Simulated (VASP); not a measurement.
Write the native input for VASP 6.6.1 that does the following.

```yaml
Task: relaxation of cell and atoms
Functional: PBE
Potentials_or_basis: VASP PAW PBE potentials, release 64 (Ga_d, B, As)
Cutoff: 600 eV
k_mesh: 4 × 4 × 4
Occupations: gaussian, width 0.1 eV
Spin: no spin polarisation
Dipole_correction: no
Further_INCAR_settings: ALGO = Normal; EDIFF = 1e-06; IBRION = 2; EDIFFG = -0.04; NSW = 90; ISIF = 3
```

The structure of Ga3BAs4 lies in POSCAR:

```
Ga3BAs4
1.0
    5.4157579200      0.0000000000      0.0000000000
    0.0000000000      5.4157579200      0.0000000000
    0.0000000000      0.0000000000      5.4157579200
Ga B As
3 1 4
Direct
    0.0000000000      0.0000000000      0.5000000000
    0.0000000000      0.5000000000      0.0000000000
    0.5000000000      0.0000000000      0.0000000000
    0.5000000000      0.5000000000      0.5000000000
    0.7500000000      0.7500000000      0.7500000000
    0.7500000000      0.2500000000      0.2500000000
    0.2500000000      0.7500000000      0.2500000000
    0.2500000000      0.2500000000      0.7500000000
```

The input as run:

INCAR

```
SYSTEM = Ga3BAs4
ALGO = Normal ; EDIFF = 1E-6
EDIFFG = -0.04 ; ENCUT = 600
GGA = PE ; IBRION = 2
ISIF = 3 ; ISMEAR = 0
LASPH = .True. ; LCHARG = .False.
LREAL = .False. ; LWAVE = .False.
NELM = 80 ; NSW = 90
PREC = Accurate ; SIGMA = 0.1
```

KPOINTS

```
k-points
0
Gamma
  4 4 4
  0 0 0
```

Potentials or basis: VASP PAW PBE potentials, release 64 (Ga_d, B, As).

Launch:

```sh
$ cat potpaw_PBE.64/Ga_d/POTCAR potpaw_PBE.64/B/POTCAR potpaw_PBE.64/As/POTCAR > POTCAR
$ mpirun -np 1 vasp_std > vasp.out
```

Results of the run:

| Item | Value |
| --- | --- |
| Relaxed volume | 21.02 Å³/atom |
| Relaxed cell | a = 5.519 Å, b = 5.519 Å, c = 5.519 Å, α = 90.00°, β = 90.00°, γ = 90.00° |
| Space group after relaxing (to 0.1 Å) | P-43m (No. 215) |
| Energy gained by relaxing | 158.0 meV/atom |
| Ionic steps | 6 |
| Pressure after relaxing | -0.2 GPa |
| Band gap on the k mesh | 0.53 eV (least direct gap 0.58 eV) |

Caveat: semilocal functionals underestimate gaps, and a narrow one can read as zero.

It took 12 min on 1 thread of Intel Xeon 8259CL, on a shared host, peak memory 0.38 GiB.
